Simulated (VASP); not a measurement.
Set up this calculation in VASP 6.6.1, as the native input.

```yaml
Task: single point
Functional: PBE
Dispersion: D3(BJ)
Potentials_or_basis: VASP PAW PBE potentials, release 64 (Ir)
Cutoff: 520 eV
k_mesh: 13 × 13 × 13
Occupations: fermi-dirac, width 0.1 eV
Spin: no spin polarisation
Dipole_correction: no
Further_INCAR_settings: ALGO = Normal; EDIFF = 1e-06; NBANDS = 10
```

The structure of Ir lies in POSCAR:

```
Ir
1.0
    0.0000000000      1.9156000000      1.9156000000
    1.9156000000      0.0000000000      1.9156000000
    1.9156000000      1.9156000000      0.0000000000
Ir
1
Direct
    0.0000000000      0.0000000000      0.0000000000
```

The input as run:

INCAR

```
PREC = Accurate
ENCUT = 520
EDIFF = 1E-6
ISMEAR = -1
SIGMA = 0.1
LREAL = False
LASPH = True
NELM = 60
ALGO = Normal
ISIF = 2
LWAVE = False
LCHARG = False
GGA = PE
IVDW = 12
NBANDS = 10
```

KPOINTS

```
Automatic mesh
0
Gamma
  13 13 13
```

Potentials or basis: VASP PAW PBE potentials, release 64 (Ir).

Run with:

```sh
$ cat potpaw_PBE.64/Ir/POTCAR > POTCAR
$ mpirun -np 1 vasp_std > vasp.out
```

It gave:

| Item | Value |
| --- | --- |
| Pressure | 4.0 GPa |
| Dispersion energy per atom | -0.740 eV |

Caveat: pairwise dispersion overbinds metals, which lowers pressure and volume.

Wall time 15 s on 1 thread of AMD EPYC 7R13, on a shared host, peak memory 0.11 GiB.
